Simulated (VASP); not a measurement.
# Be2Ge (Fm-3m) in VASP: a series of runs

Be2Ge is run at these levels: PBE, HSE06, PBE-based screened hybrid; tasks: single point.

Everything below comes from runs of VASP 6.6.1. Logs are shortened: lines on timing, memory, paths and dates and some standing lists are left out, and cuts for length are marked.

### 1 The cell of the first run

Symmetry: Fm-3m, No. 225, cubic system. Conventional cell: a = 5.357 Å, b = 5.357 Å, c = 5.357 Å, α = 90.00°, β = 90.00°, γ = 90.00°. Within 3.1 Å of Ge (site symmetry m-3m) lie 8 Be at 2.32 Å. Be (site symmetry -43m) has 4 Ge at 2.32 Å and 6 Be at 2.68 Å within 3.1 Å.

### 2 Single point, PBE

INCAR

```
SYSTEM = Be2Ge
ALGO = Normal ; EDIFF = 1E-6
ENCUT = 520 ; GGA = PE
ISIF = 2 ; ISMEAR = -1
LASPH = .True. ; LCHARG = .False.
LREAL = .False. ; LWAVE = .False.
NBANDS = 16 ; NELM = 60
PREC = Accurate ; SIGMA = 0.02
```

KPOINTS

```
k-points
0
Gamma
  6 6 6
  0 0 0
```

POSCAR

```
Be2Ge
1.0
    0.0000000000      2.6783040144      2.6783040144
    2.6783040144      0.0000000000      2.6783040144
    2.6783040144      2.6783040144      0.0000000000
Ge Be
1 2
Direct
    0.0000000000      0.0000000000      0.0000000000
    0.2500000000      0.2500000000      0.2500000000
    0.7500000000      0.7500000000      0.7500000000
```

Potentials or basis: VASP PAW PBE potentials, release 64 (Ge_d, Be).

Command:

```
cat potpaw_PBE.64/Ge_d/POTCAR potpaw_PBE.64/Be/POTCAR > POTCAR
mpirun -np 1 vasp_std > vasp.out
```

OUTCAR:

```text
SYSTEM = Be2Ge
   EDIFF = 1E-6
   ENCUT = 520
   GGA = PE
   ISIF = 2
   ISMEAR = -1
   LASPH = .True.
   LREAL = .False.
   NELM = 60
   PREC = Accurate

 ion  position               nearest neighbor table
   1  0.000  0.000  0.000-   3 2.32   3 2.32   3 2.32   2 2.32   3 2.32   2 2.32   2 2.32   2 2.32

   2  0.250  0.250  0.250-   1 2.32   1 2.32   1 2.32   1 2.32
   3  0.750  0.750  0.750-   1 2.32   1 2.32   1 2.32   1 2.32

  LATTYP: Found a face centered cubic cell.
 ALAT       =     5.3566080288

  Lattice vectors:

 A1 = (   0.0000000000,   2.6783040144,   2.6783040144)
 A2 = (   2.6783040144,   0.0000000000,   2.6783040144)
 A3 = (   2.6783040144,   2.6783040144,   0.0000000000)

Analysis of symmetry for initial positions (statically):
=====================================================================
 Subroutine PRICEL returns:
 Original cell was already a primitive cell.

 Routine SETGRP: Setting up the symmetry group for a
 face centered cubic supercell.

 Subroutine GETGRP returns: Found 48 space group operations
 (whereof 48 operations were pure point group operations)
 out of a pool of 48 trial point group operations.

The static configuration has the point symmetry O_h .

Analysis of symmetry for dynamics (positions and initial velocities):
=====================================================================
 Subroutine PRICEL returns:
 Original cell was already a primitive cell.

 Routine SETGRP: Setting up the symmetry group for a
 face centered cubic supercell.

 Subroutine GETGRP returns: Found 48 space group operations
 (whereof 48 operations were pure point group operations)
 out of a pool of 48 trial point group operations.

The dynamic configuration has the point symmetry O_h .

 Subroutine INISYM returns: Found 48 space group operations
 (whereof 48 operations are pure point group operations),
 and found     1 'primitive' translations

----------------------------------------------------------------------------------------

                                     Primitive cell

  volume of cell :      38.4246

  direct lattice vectors                    reciprocal lattice vectors
     0.000000000  2.678304014  2.678304014    -0.186685304  0.186685304  0.186685304
[... 76 lines left out ...]
   LASPH  =      T    aspherical Exc in radial PAW
   ENCUT  =  520.0 eV  38.22 Ry    6.18 a.u.   7.04  7.04  7.04*2*pi/ulx,y,z
   NELM   =     60;   NELMIN=  2; NELMDL= -5     # of ELM steps
   EDIFF  = 0.1E-05   stopping-criterion for ELM
   LREAL  =      F    real-space projection
   EDIFFG = 0.1E-04   stopping-criterion for IOM
   NSW    =      0    number of steps for IOM
   IBRION =     -1    ionic relax: 0-MD 1-quasi-New 2-CG
   NFREE  =      0    steps in history (QN), initial steepest desc. (CG)
   ISIF   =      2    stress and relaxation
   ISYM   =      2    0-nonsym 1-usesym 2-fastsym
   POTIM  = 0.5000    time-step for ionic-motion
   TEBEG  =    0.0;   TEEND  =   0.0 temperature during run
   PSTRESS=    0.0 pullay stress
   NELECT =      18.0000    total number of electrons
   NUPDOWN=      -1.0000    fix difference up-down
   EMIN   =  10.00;   EMAX   =-10.00  energy-range for DOS
   EFERMI =   0.00;   METHOD = LEGACY
   ISMEAR =    -1;   SIGMA  =   0.02  broadening in eV -4-tet -1-fermi 0-gaus
   EFERMI_NEDOS =   21; number of points for ismear=-14 and -15
   IALGO  =     38    algorithm
   IMIX   =      4    mixing-type and parameters
     AMIX     =   0.40;   BMIX     =  1.00
     AMIX_MAG =   1.60;   BMIX_MAG =  1.00
  volume/ion in A,a.u.               =      12.81        86.43
  Fermi-wavevector in a.u.,A,eV,Ry     =   1.271440  2.402673 21.994622  1.616559
  Thomas-Fermi vector in A             =   2.404373
   LORBIT       =      0    0 simple, 1 ext, 2 COOP (PROOUT), +10 PAW based schemes
   GGA     = PE    functional components
   LHFCALC =     F    Hartree Fock is set to
   AEXX    =    0.0000 exact exchange contribution
   IVDW    =     0    specifies the selected vdW correction
   LEPSILON=     F    determine dielectric tensor
   LRPA    =     F    only Hartree local field effects (RPA)
 non-spin polarized calculation
  energy-cutoff  :      520.00
  volume of cell :       38.42
 maximum number of plane-waves:      1056
   NGX = 15   NGY = 15   NGZ = 15

 number of electron      17.9999994 magnetization

 Free energy of the ion-electron system (eV)
  ---------------------------------------------------
  ext. energy  EPLUGINS =         0.00000000
  ---------------------------------------------------
  free energy    TOTEN  =       -11.27487440 eV

  energy without entropy =      -11.27460228  energy(sigma->0) =      -11.27473834

 E-fermi :   6.5757     XC(G=0): -10.3838

 val. band max:        6.5197791960   @ k =   0.5000   0.5000   0.0000
 cond. band min:       6.6398443742   @ k =   0.5000   0.5000   0.0000
 fundamental gap:      0.1200651782
 Fermi energy:         6.5757260155

 k-point     1 :       0.0000    0.0000    0.0000
  band No.  band energies     occupation
      1     -18.2488      2.00000
      2     -18.2488      2.00000
      3     -18.2488      2.00000
      4     -18.2016      2.00000
      5     -18.2016      2.00000
      6      -6.2222      2.00000
[... 281 lines left out ...]
      3     -18.2287      2.00000
      4     -18.2071      2.00000
      5     -18.1970      2.00000
      6      -3.0578      2.00000
[... 8 lines left out ...]
     15      15.9985      0.00000
     16      18.4258      0.00000

------------------------ aborting loop because EDIFF is reached ----------------------------------------

  FORCE on cell =-STRESS in cart. coord.  units (eV):
  Direction    XX          YY          ZZ          XY          YZ          ZX
  --------------------------------------------------------------------------------------
  -------------------------------------------------------------------------------------
  Total        0.1940926      0.1940926      0.1940926     -0.0000000     -0.0000000      0.0000000
  in kB        8.0930068      8.0930068      8.0930068     -0.0000000     -0.0000000      0.0000000
  external PRESSURE =       8.0930068 kB  Pullay stress =       0.0000000 kB

 VOLUME and BASIS-vectors are now :
 -----------------------------------------------------------------------------
  energy-cutoff  :      520.00
  volume of cell :       38.42
      direct lattice vectors                 reciprocal lattice vectors
     0.000000000  2.678304014  2.678304014    -0.186685304  0.186685304  0.186685304
     2.678304014  0.000000000  2.678304014     0.186685304 -0.186685304  0.186685304
     2.678304014  2.678304014  0.000000000     0.186685304  0.186685304 -0.186685304

 POSITION                                       TOTAL-FORCE (eV/Angst)
 -----------------------------------------------------------------------------------
      0.00000      0.00000      0.00000        -0.000000     -0.000000     -0.000000
      1.33915      1.33915      1.33915        -0.000000     -0.000000      0.000000
      4.01746      4.01746      4.01746         0.000000      0.000000     -0.000000
 -----------------------------------------------------------------------------------
    total drift:                               -0.000000     -0.000000      0.000000

  FREE ENERGIE OF THE ION-ELECTRON SYSTEM (eV)
  ---------------------------------------------------
  free  energy   TOTEN  =       -11.2748744036 eV

  energy  without entropy=      -11.2746022785  energy(sigma->0) =      -11.27473834
```

OSZICAR:

```text
N       E                     dE             d eps       ncg     rms          rms(c)
DAV:   1     0.860757033164E+02    0.86076E+02   -0.89691E+03   536   0.231E+03
DAV:   2    -0.112426711059E+01   -0.87200E+02   -0.83801E+02   584   0.437E+02
DAV:   3    -0.111487525044E+02   -0.10024E+02   -0.99867E+01   656   0.877E+01
DAV:   4    -0.113750632117E+02   -0.22631E+00   -0.22629E+00   616   0.149E+01
DAV:   5    -0.113785611167E+02   -0.34979E-02   -0.34979E-02   632   0.219E+00    0.311E+00
DAV:   6    -0.113078239182E+02    0.70737E-01   -0.19071E-02   632   0.214E+00    0.181E+00
DAV:   7    -0.112742077869E+02    0.33616E-01   -0.31460E-02   616   0.225E+00    0.181E-01
DAV:   8    -0.112747054215E+02   -0.49763E-03   -0.22592E-03   600   0.707E-01    0.635E-02
DAV:   9    -0.112748544924E+02   -0.14907E-03   -0.20924E-04   600   0.163E-01    0.218E-02
DAV:  10    -0.112748713061E+02   -0.16814E-04   -0.21601E-05   640   0.557E-02    0.735E-03
DAV:  11    -0.112748745859E+02   -0.32799E-05   -0.57726E-06   592   0.188E-02    0.247E-03
DAV:  12    -0.112748744036E+02    0.18240E-06   -0.27344E-07   424   0.799E-03
   1 F= -.11274874E+02 E0= -.11274738E+02  d E =-.272125E-03
```

Run time: 6 s. Hardware: 1 thread of AMD EPYC 9R45 (Zen 5), shared host; peak memory 0.12 GiB.

Results:

```yaml
Free_energy: -11.2749 eV
Pressure: 0.8 GPa
Band_gap_on_the_k_mesh: zero (band 9 reaches 7.12 eV, above the bottom of band 10 at 6.52 eV)
```

### 3 Single point, HSE06

POSCAR is that of step 2.

INCAR.step1

```
SYSTEM = Be2Ge
PREC = Accurate
ENCUT = 520
EDIFF = 1E-5
ISMEAR = -1
SIGMA = 0.02
LREAL = .FALSE.
LASPH = .TRUE.
NELM = 80
ALGO = Normal
ISIF = 2
LWAVE = .TRUE.
NBANDS = 16
GGA = PE
```

INCAR.step2

```
SYSTEM = Be2Ge
PREC = Accurate
ENCUT = 520
EDIFF = 1E-6
ISMEAR = -1
SIGMA = 0.02
LREAL = .FALSE.
LASPH = .TRUE.
NELM = 80
ALGO = Normal
ISIF = 2
LWAVE = .FALSE.
LCHARG = .TRUE.
GGA = PE
LHFCALC = .TRUE.
HFSCREEN = 0.2079
PRECFOCK = Normal
LELF = .TRUE.
LVHAR = .TRUE.
NBANDS = 16
ISTART = 1
```

KPOINTS

```
Automatic mesh
0
G
  4 4 4
  0 0 0
```

Potentials or basis: VASP PAW PBE potentials, release 64 (Ge_d, Be).

Command:

```
cat potpaw_PBE.64/Ge_d/POTCAR potpaw_PBE.64/Be/POTCAR > POTCAR
cp INCAR.step1 INCAR
mpirun -np 1 vasp_std > vasp.out
cp INCAR.step2 INCAR
mpirun -np 1 vasp_std > vasp.out
```

Wall time 9.8 min (1 thread of Intel Xeon Platinum 8259CL at 2.50GHz (Skylake/Cascade Lake), shared host); peak memory 0.26 GiB.

The run converged. Its results:

| Item | Value |
| --- | --- |
| Free energy | -12.0596 eV |
| Pressure | 0.4 GPa |
| Band gap on the k mesh | zero (band 9 reaches 7.09 eV, above the bottom of band 10 at 6.63 eV) |

Levels at points of the mesh, in eV from the Fermi level:
```tsv
k point	band 7	band 8	band 9	band 10	band 11	band 12
(0.00, 0.00, 0.00)	0.33	0.33	0.33	0.71	0.71	0.71
(0.50, 0.00, 0.00)	-8.85	-2.19	-2.19	1.62	1.62	2.42
(0.50, 0.50, 0.00)	-7.92	-4.98	-4.98	-0.13	0.13	8.72
```

Caveat: the k points lie up to 0.51 Å⁻¹ apart; the PAW data sets were made with another functional, which shifts forces and pressure a little.

### 4 Single point, PBE-based screened hybrid

POSCAR is that of step 3.

INCAR.step1

```
SYSTEM = Be2Ge
PREC = Accurate ; ENCUT = 520
EDIFF = 1E-5 ; ISMEAR = -1
SIGMA = 0.02 ; LREAL = .FALSE.
LASPH = .TRUE. ; NELM = 80
ALGO = Normal ; ISIF = 2
LWAVE = .TRUE. ; NBANDS = 16
GGA = PE
```

INCAR.step2

```
SYSTEM = Be2Ge
PREC = Accurate ; ENCUT = 520
EDIFF = 1E-6 ; ISMEAR = -1
SIGMA = 0.02 ; LREAL = .FALSE.
LASPH = .TRUE. ; NELM = 80
ALGO = Normal ; ISIF = 2
LWAVE = .FALSE. ; LCHARG = .TRUE.
GGA = PE ; LHFCALC = .TRUE.
AEXX = 0.05 ; HFSCREEN = 0.1
PRECFOCK = Normal ; LELF = .TRUE.
LVHAR = .TRUE. ; NBANDS = 16
ISTART = 1
```

KPOINTS is that of step 3.

Command:

```
cat potpaw_PBE.64/Ge_d/POTCAR potpaw_PBE.64/Be/POTCAR > POTCAR
cp INCAR.step1 INCAR
mpirun -np 1 vasp_std > vasp.out
cp INCAR.step2 INCAR
mpirun -np 1 vasp_std > vasp.out
```

Wall time 8.3 min (1 thread of Intel Xeon Platinum 8259CL at 2.50GHz (Skylake/Cascade Lake), shared host); peak memory 0.26 GiB.

Results (log left out):

```yaml
Free_energy: -11.3688 eV
Pressure: 1.0 GPa
Band_gap_on_the_k_mesh: zero (band 9 reaches 7.14 eV, above the bottom of band 10 at 6.53 eV)
```

Levels at points of the mesh, in eV from the Fermi level:
```
           k point  band 5  band 6  band 7  band 8  band 9  band 10  band 11  band 12  band 13  band 14
(0.00, 0.00, 0.00)  -25.57  -13.22    0.51    0.51    0.51     0.70     0.70     0.70     4.61     6.51
(0.50, 0.00, 0.00)  -25.56  -10.95   -7.92   -1.83   -1.83     1.53     1.53     2.20     5.69     9.95
(0.50, 0.50, 0.00)  -25.56  -10.08   -7.05   -4.39   -4.39    -0.10     0.10     8.15     8.15    10.21
```

Caveat: the k points lie up to 0.51 Å⁻¹ apart; the PAW data sets were made with another functional, which shifts forces and pressure a little.

### 5 Overview

| level | k mesh | grid for exact exchange (PRECFOCK) | screening parameter | share of exact exchange | gap on the mesh (eV) | pressure (GPa) |
| --- | --- | --- | --- | --- | --- | --- |
| PBE | 6 × 6 × 6 | - | - | - | none | 0.8 |
| HSE06 | 4 × 4 × 4 | Normal | 0.2079 1/Å | - | none | 0.4 |
| PBE-based screened hybrid | 4 × 4 × 4 | Normal | 0.1 1/Å | 0.05 | none | 1.0 |

Alike in all rows: task single point; potentials or basis VASP PAW PBE potentials, release 64 (Ge_d, Be); no spin polarisation; cell as given; cutoff (eV) 520; smearing fermi-dirac 0.02 eV.

Caveats: some runs use coarse meshes; the PAW data sets were made with another functional, which shifts forces and pressure a little (some runs).

Absolute energies hang on the potentials; compare differences alone.
